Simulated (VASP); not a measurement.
# AgI (P6_3mc) in VASP: single point with HSE06

Aim: the single point of AgI with HSE06.

Program: VASP 6.6.1. These are calculated values, not measurements. Logs are shortened: lines on timing, memory, paths and dates and some standing lists are left out, and cuts for length are marked.

### Step 1. The cell of the first run

It takes space group P6_3mc (No. 186, hexagonal). Conventional cell: a = 4.697 Å, b = 4.697 Å, c = 7.675 Å, α = 90.00°, β = 90.00°, γ = 120.00°. Ag (site symmetry 3m) has 4 I at 2.88 Å within 3.8 Å. Within 3.8 Å of I (site symmetry 3m) lie 4 Ag at 2.88 Å.

### Step 2. Single point, HSE06 (strain +1.0%)

POSCAR

```
AgI
1.0
    4.6973804538      0.0000000000      0.0000000000
   -2.3486902269      4.0680508042      0.0000000000
    0.0000000000      0.0000000000      7.6752895980
Ag I
2 2
Direct
    0.3333333333      0.6666666667      0.0000048555
    0.6666666667      0.3333333333      0.5000048555
    0.3333333333      0.6666666667      0.3749951445
    0.6666666667      0.3333333333      0.8749951445
```

INCAR.step1

```
SYSTEM = AgI
  PREC = Accurate
  ENCUT = 400
  EDIFF = 1E-5
  ISMEAR = 0
  SIGMA = 0.01
  LREAL = .False.
  LASPH = .True.
  NELM = 120
  ALGO = Normal
  ISIF = 2
  LWAVE = .True.
  LCHARG = .False.
  GGA = PE
  NBANDS = 26
  GGA_COMPAT = .False.
  KPAR = 4
```

INCAR.step2

```
SYSTEM = AgI
  PREC = Accurate
  ENCUT = 400
  EDIFF = 1E-6
  ISMEAR = 0
  SIGMA = 0.01
  LREAL = .False.
  LASPH = .True.
  NELM = 120
  ALGO = Normal
  ISIF = 2
  LWAVE = .False.
  LCHARG = .False.
  GGA = PE
  LHFCALC = .True.
  HFSCREEN = 0.2079
  PRECFOCK = Normal
  ISTART = 1
  NBANDS = 26
  GGA_COMPAT = .False.
  KPAR = 4
```

KPOINTS

```
regular mesh
0
Gamma
  6 6 2
  0 0 0
```

Potentials or basis: VASP PAW PBE potentials, release 64 (Ag, I).

On the command line:

```
> cat potpaw_PBE.64/Ag/POTCAR potpaw_PBE.64/I/POTCAR > POTCAR
> cp INCAR.step1 INCAR
> mpirun -np 4 vasp_std > vasp.out
> cp INCAR.step2 INCAR
> mpirun -np 4 vasp_std > vasp.out
```

OUTCAR:

```text
SYSTEM = AgI
   PREC = Accurate
   ENCUT = 400
   EDIFF = 1E-6
   ISMEAR = 0
   LREAL = .False.
   LASPH = .True.
   NELM = 120
   ISIF = 2
   GGA = PE
   LHFCALC = .True.
   HFSCREEN = 0.2079
   PRECFOCK = Normal
   ISTART = 1

 ion  position               nearest neighbor table
   1  0.333  0.667  0.000-   4 2.88   4 2.88   4 2.88   3 2.88
   2  0.667  0.333  0.500-   3 2.88   3 2.88   3 2.88   4 2.88
   3  0.333  0.667  0.375-   2 2.88   2 2.88   2 2.88   1 2.88
   4  0.667  0.333  0.875-   1 2.88   1 2.88   1 2.88   2 2.88

  LATTYP: Found a hexagonal cell.
 ALAT       =     4.6973804538
 C/A-ratio  =     1.6339510230

  Lattice vectors:

 A1 = (   4.6973804538,   0.0000000000,   0.0000000000)
 A2 = (  -2.3486902269,   4.0680508042,   0.0000000000)
 A3 = (   0.0000000000,   0.0000000000,   7.6752895980)

Analysis of symmetry for initial positions (statically):
=====================================================================
 Subroutine PRICEL returns:
 Original cell was already a primitive cell.

 Routine SETGRP: Setting up the symmetry group for a
 hexagonal supercell.

 Subroutine GETGRP returns: Found 12 space group operations
 (whereof  6 operations were pure point group operations)
 out of a pool of 24 trial point group operations.

The static configuration has the point symmetry C_3v.
 The point group associated with its full space group is C_6v.

Analysis of symmetry for dynamics (positions and initial velocities):
=====================================================================
 Subroutine PRICEL returns:
 Original cell was already a primitive cell.

 Routine SETGRP: Setting up the symmetry group for a
 hexagonal supercell.

 Subroutine GETGRP returns: Found 12 space group operations
 (whereof  6 operations were pure point group operations)
 out of a pool of 24 trial point group operations.

The dynamic configuration has the point symmetry C_3v.
 The point group associated with its full space group is C_6v.

 Subroutine INISYM returns: Found 12 space group operations
 (whereof  6 operations are pure point group operations),
 and found     1 'primitive' translations

----------------------------------------------------------------------------------------

                                     Primitive cell

  volume of cell :     146.6685

  direct lattice vectors                    reciprocal lattice vectors
     4.697380454  0.000000000  0.000000000     0.212884609  0.122908986  0.000000000
    -2.348690227  4.068050804  0.000000000     0.000000000  0.245817972  0.000000000
     0.000000000  0.000000000  7.675289598     0.000000000  0.000000000  0.130288243

  length of vectors
     4.697380454  4.697380454  7.675289598     0.245817972  0.245817972  0.130288243

  position of ions in fractional coordinates (direct lattice)
     0.333333333  0.666666667  0.000004856
     0.666666667  0.333333333  0.500004856
     0.333333333  0.666666667  0.374995144
     0.666666667  0.333333333  0.874995144

  ion indices of the primitive-cell ions
   primitive index   ion index
                 1           1
                 2           2
                 3           3
                 4           4

----------------------------------------------------------------------------------------

 KPOINTS: regular mesh

Automatic generation of k-mesh.
 Grid dimensions read from file:
 generate k-points for:    6    6    2

 Generating k-lattice:

  Cartesian coordinates                     Fractional coordinates (reciprocal lattice)
     0.035480768  0.020484831  0.000000000     0.166666667  0.000000000  0.000000000
     0.000000000  0.040969662  0.000000000     0.000000000  0.166666667  0.000000000
     0.000000000  0.000000000  0.065144122     0.000000000  0.000000000  0.500000000

  Length of vectors
     0.040969662  0.040969662  0.065144122

  Shift w.r.t. Gamma in fractional coordinates (k-lattice)
     0.000000000  0.000000000  0.000000000

 Subroutine IBZKPT returns following result:
 ===========================================

 Found     14 irreducible k-points:

 Following reciprocal coordinates:
            Coordinates               Weight
  0.000000  0.000000  0.000000      1.000000
  0.166667 -0.000000  0.000000      6.000000
  0.333333 -0.000000  0.000000      6.000000
  0.500000 -0.000000  0.000000      3.000000
  0.166667  0.166667  0.000000      6.000000
  0.333333  0.166667  0.000000     12.000000
  0.333333  0.333333  0.000000      2.000000
  0.000000  0.000000  0.500000      1.000000
  0.166667 -0.000000  0.500000      6.000000
  0.333333 -0.000000  0.500000      6.000000
  0.500000 -0.000000  0.500000      3.000000
  0.166667  0.166667  0.500000      6.000000
  0.333333  0.166667  0.500000     12.000000
  0.333333  0.333333  0.500000      2.000000
   k-points           NKPTS =     14   k-points in BZ     NKDIM =     72   number of bands    NBANDS=     26
   number of dos      NEDOS =    301   number of ions     NIONS =      4
   total plane-waves  NPLWV =  51200
   dimension x,y,z NGX =    32 NGY =   32 NGZ =   50
   dimension x,y,z NGXF=    64 NGYF=   64 NGZF=  100
   ions per type =               2   2
   NGX,Y,Z   is equivalent  to a cutoff of  11.33, 11.33, 10.83 a.u.
   NGXF,Y,Z  is equivalent  to a cutoff of  22.65, 22.65, 21.66 a.u.
 SYSTEM =  AgI
   PREC   = accura    normal or accurate (medium, high low for compatibility)
   ISTART =      1    job   : 0-new  1-cont  2-samecut
   ICHARG =      0    charge: 1-file 2-atom 10-const
   ISPIN  =      1    spin polarized calculation?
   LNONCOLLINEAR =      F non collinear calculations
   LSORBIT =      F    spin-orbit coupling
   LASPH  =      T    aspherical Exc in radial PAW
   ENCUT  =  400.0 eV  29.40 Ry    5.42 a.u.   7.66  7.66 12.52*2*pi/ulx,y,z
   NELM   =    120;   NELMIN=  2; NELMDL=  0     # of ELM steps
   EDIFF  = 0.1E-05   stopping-criterion for ELM
   LREAL  =      F    real-space projection
   EDIFFG = 0.1E-04   stopping-criterion for IOM
   NSW    =      0    number of steps for IOM
   IBRION =     -1    ionic relax: 0-MD 1-quasi-New 2-CG
   NFREE  =      0    steps in history (QN), initial steepest desc. (CG)
   ISIF   =      2    stress and relaxation
   ISYM   =      3    0-nonsym 1-usesym 2-fastsym
   POTIM  = 0.5000    time-step for ionic-motion
   TEBEG  =    0.0;   TEEND  =   0.0 temperature during run
   PSTRESS=    0.0 pullay stress
   NELECT =      36.0000    total number of electrons
   NUPDOWN=      -1.0000    fix difference up-down
   EMIN   =  10.00;   EMAX   =-10.00  energy-range for DOS
   EFERMI =   0.00;   METHOD = LEGACY
   ISMEAR =     0;   SIGMA  =   0.01  broadening in eV -4-tet -1-fermi 0-gaus
   EFERMI_NEDOS =   21; number of points for ismear=-14 and -15
   IALGO  =     38    algorithm
   IMIX   =      1    mixing-type and parameters
     AMIX     =   0.40;   BMIX     =  1.00
     AMIX_MAG =   1.60;   BMIX_MAG =  1.00
  volume/ion in A,a.u.               =      36.67       247.44
  Fermi-wavevector in a.u.,A,eV,Ry     =   1.025015  1.936997 14.295027  1.050655
  Thomas-Fermi vector in A             =   2.158832
   LORBIT       =      0    0 simple, 1 ext, 2 COOP (PROOUT), +10 PAW based schemes
   GGA     = PE    functional components
   LHFCALC =     T    Hartree Fock is set to
   PRECFOCK=normal    Normal, Fast or Accurate (Low or Medium for compatibility)
   ENCUT4O =  -1.0   cutoff for four orbital integrals eV
   NKREDX  =     1    reduce k-point grid by
   NKREDY  =     1    reduce k-point grid by
   NKREDZ  =     1    reduce k-point grid by
   AEXX    =    0.2500 exact exchange contribution
   HFSCREEN=    0.2079 screening length (either q_TF or 0.3 A-1)
   HFSCREENC=   0.2079 screening length for correlation (either q_TF or 0.3 A-1)
   ENCUTFOCK=  -1.0 apply spherical cutoff to Coloumb kernel
   IVDW    =     0    specifies the selected vdW correction
   LEPSILON=     F    determine dielectric tensor
   LRPA    =     F    only Hartree local field effects (RPA)
 non-spin polarized calculation
 Gauss-broadening in eV      SIGMA  =   0.01
  energy-cutoff  :      400.00
  volume of cell :      146.67
 maximum number of plane-waves:      2686
 NGX is ok and might be reduce to    32
  NGX = 24; NGY = 24; NGZ = 40

 number of electron      35.9999994 magnetization

 Free energy of the ion-electron system (eV)
  ---------------------------------------------------
  ext. energy  EPLUGINS =         0.00000000
  ---------------------------------------------------
  free energy    TOTEN  =       -11.46954764 eV

  energy without entropy =      -11.46954764  energy(sigma->0) =      -11.46954764

 E-fermi :   1.7477     XC(G=0):  -6.7692

 val. band max:        1.6416711326   @ k =   0.0000   0.0000   0.0000
 cond. band min:       4.1534781638   @ k =   0.0000   0.0000   0.0000
 fundamental gap:      2.5118070312
 Fermi energy:         1.7477388363

 k-point     1 :       0.0000    0.0000    0.0000
  band No.  band energies     occupation
      1     -11.6701      2.00000
      2     -11.3988      2.00000
      3      -2.7530      2.00000
      4      -2.7506      2.00000
      5      -2.7506      2.00000
      6      -2.6094      2.00000
[... 18 lines left out ...]
     25       9.5692      0.00000
     26      10.0232      0.00000

 k-point     2 :       0.1667   -0.0000    0.0000
  band No.  band energies     occupation
      1     -11.6117      2.00000
      2     -11.3706      2.00000
      3      -2.7501      2.00000
      4      -2.7082      2.00000
      5      -2.7068      2.00000
      6      -2.5803      2.00000
[... 18 lines left out ...]
     25       9.6432      0.00000
     26      10.0872      0.00000

 k-point     3 :       0.3333   -0.0000    0.0000
  band No.  band energies     occupation
      1     -11.4818      2.00000
      2     -11.3225      2.00000
      3      -2.7303      2.00000
      4      -2.6250      2.00000
      5      -2.6067      2.00000
      6      -2.4311      2.00000
[... 282 lines left out ...]
 k-point    13 :       0.3333    0.1667    0.5000
  band No.  band energies     occupation
      1     -11.3553      2.00000
      2     -11.3553      2.00000
      3      -2.6395      2.00000
      4      -2.6395      2.00000
      5      -2.4710      2.00000
      6      -2.4710      2.00000
[... 18 lines left out ...]
     25      10.3377      0.00000
     26      10.3377      0.00000

 k-point    14 :       0.3333    0.3333    0.5000
  band No.  band energies     occupation
      1     -11.3320      2.00000
      2     -11.3320      2.00000
      3      -2.5471      2.00000
      4      -2.5471      2.00000
      5      -2.5152      2.00000
      6      -2.5152      2.00000
[... 18 lines left out ...]
     25      10.9761      0.00000
     26      10.9763      0.00000

------------------------ aborting loop because EDIFF is reached ----------------------------------------

  FORCE on cell =-STRESS in cart. coord.  units (eV):
  Direction    XX          YY          ZZ          XY          YZ          ZX
  --------------------------------------------------------------------------------------
  -------------------------------------------------------------------------------------
  Total       -0.4425920     -0.4425920     -0.4498389      0.0000000      0.0000000      0.0000000
  in kB       -4.8347866     -4.8347866     -4.9139496      0.0000000      0.0000000      0.0000000
  external PRESSURE =      -4.8611743 kB  Pullay stress =       0.0000000 kB

 VOLUME and BASIS-vectors are now :
 -----------------------------------------------------------------------------
  energy-cutoff  :      400.00
  volume of cell :      146.67
      direct lattice vectors                 reciprocal lattice vectors
     4.697380454  0.000000000  0.000000000     0.212884609  0.122908986  0.000000000
    -2.348690227  4.068050804  0.000000000     0.000000000  0.245817972  0.000000000
     0.000000000  0.000000000  7.675289598     0.000000000  0.000000000  0.130288243

 POSITION                                       TOTAL-FORCE (eV/Angst)
 -----------------------------------------------------------------------------------
     -0.00000      2.71203      0.00004        -0.000000     -0.000000     -0.001993
      2.34869      1.35602      3.83768         0.000000      0.000000     -0.001993
     -0.00000      2.71203      2.87820         0.000000      0.000000      0.001993
      2.34869      1.35602      6.71584        -0.000000     -0.000000      0.001993
 -----------------------------------------------------------------------------------
    total drift:                               -0.000000      0.000000     -0.000450

  FREE ENERGIE OF THE ION-ELECTRON SYSTEM (eV)
  ---------------------------------------------------
  free  energy   TOTEN  =       -11.4695476399 eV

  energy  without entropy=      -11.4695476399  energy(sigma->0) =      -11.46954764
```

It took 22 min on 4 MPI ranks of Intel Xeon Platinum 8259CL at 2.50GHz (Skylake/Cascade Lake), shared host; peak memory 0.36 GiB.

Results:

| Property | Result |
| --- | --- |
| Free energy | -11.4695 eV |
| Pressure | -0.5 GPa |
| Band gap on the k mesh | 2.51 eV |

Levels at points of the mesh, in eV from the valence-band top:
```
           k point  band 16  band 17  band 18  band 19  band 20  band 21
(0.00, 0.00, 0.00)    -0.06     0.00     0.00     2.51     3.85     7.04
(0.50, 0.00, 0.00)    -1.68    -0.98    -0.67     4.51     4.79     5.94
(0.00, 0.00, 0.50)    -0.34    -0.34    -0.34     3.80     3.80     6.79
(0.50, 0.00, 0.50)    -1.17    -1.16    -1.16     4.45     4.45     6.07
```

Caveat: the cell differs from its parent crystal (strain +1.0%); the PAW data sets were made with another functional, which shifts forces and pressure a little; spin-orbit coupling is left out, which moves the levels of the heavy elements.
